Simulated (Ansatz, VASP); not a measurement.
One calculation of GaB, two programs

Contents of INCAR:

```
PREC = Accurate
ENCUT = 500
EDIFF = 1E-7
ISMEAR = 0
SIGMA = 0.1
LREAL = False
LASPH = True
NELM = 120
ALGO = Normal
ISIF = 3
LWAVE = False
LCHARG = False
GGA = PE
IBRION = 2
NSW = 100
EDIFFG = -0.01
GGA_COMPAT = False
NELMIN = 4
```

Contents of KPOINTS:

```
Automatic mesh
0
Gamma
  14 14 14
```

File POSCAR:

```
GaB
1.0
    0.0000000000      2.9568568469      2.9568568469
    2.9568568469      0.0000000000      2.9568568469
    2.9568568469      2.9568568469      0.0000000000
Ga B
2 2
Direct
    0.5000000000      0.5000000000      0.5000000000
    0.7500000000      0.7500000000      0.7500000000
    0.0000000000      0.0000000000      0.0000000000
    0.2500000000      0.2500000000      0.2500000000
```

Input for Ansatz:

```yaml
crystal:
  lattice:
    - [0.0, 2.9568568469, 2.9568568469]
    - [2.9568568469, 0.0, 2.9568568469]
    - [2.9568568469, 2.9568568469, 0.0]
  atoms:
    - { symbol: Ga, position: [0.5, 0.5, 0.5] }
    - { symbol: Ga, position: [0.75, 0.75, 0.75] }
    - { symbol: B, position: [0.0, 0.0, 0.0] }
    - { symbol: B, position: [0.25, 0.25, 0.25] }
basis:
  ecutwfc: 420
kpoints:
  mp_grid: { grid: [14, 14, 14] }
hamiltonian:
  xc: pbe
scf:
  occupations: { method: gaussian, width: 0.1 }
output:
  forces: true
  stress: true
  eigenvalues: true
relax:
  adjacent_minimum: "off"
  f_tol: 0.01
  max_steps: 80
  cell: { stress_tol: 0.05 }
```

Alike in both runs: task relaxation of cell and atoms; functional PBE; k mesh 14 × 14 × 14; occupations gaussian, width 0.1 eV; no spin polarisation.

```csv
,VASP,Ansatz
version,VASP 6.6.1,Ansatz 0.2.0
potentials or method,"VASP PAW PBE potentials, release 64 (Ga_d, B), cutoff 500 eV","scalar-relativistic, plane waves, PAW"
valence electrons in the cell,32,32
```

```csv
,VASP,Ansatz,Ansatz less VASP
"gap on the k mesh at the Fermi level, each at its own relaxed structure (eV)",none,none,-
relaxed volume (Å³/atom),12.79,12.77,-0.027
relaxed cell length with the largest relative difference (Å),4.167,4.164,-0.0029
```

A gap of «none» marks a metal or a gap that the smearing closes.
